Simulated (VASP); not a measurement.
Input of a VASP 6.6.1 run:

The input INCAR:

```
PREC = Accurate ; ENCUT = 600
EDIFF = 1E-6 ; ISMEAR = -1
SIGMA = 0.05 ; LREAL = False
LASPH = True ; NELM = 120
ALGO = Normal ; ISIF = 2
LWAVE = False ; LCHARG = False
GGA = RE ; NBANDS = 16
GGA_COMPAT = False
```

KPOINTS

```
regular mesh
0
Gamma
  10 10 10
```

The input POSCAR:

```
CdO
1.0
    0.0000000000      2.3015375624      2.3015375624
    2.3015375624      0.0000000000      2.3015375624
    2.3015375624      2.3015375624      0.0000000000
Cd O
1 1
Direct
    0.0000000000      0.0000000000      0.0000000000
    0.5000000000      0.5000000000      0.5000000000
```

Potentials or basis: VASP PAW PBE potentials, release 64 (Cd, O).

Command:

```sh
$ cat potpaw_PBE.64/Cd/POTCAR potpaw_PBE.64/O/POTCAR > POTCAR
$ mpirun -np 1 vasp_std > vasp.out
```

Question: What does it give for the band gap on the k mesh?

Answer: Zero (band 9 reaches 2.77 eV, above the bottom of band 10 at 2.51 eV).

Question: Estimate the pressure.

Answer: 22.4 GPa.

Caveat: the PAW data sets were made with another functional, which shifts forces and pressure a little.
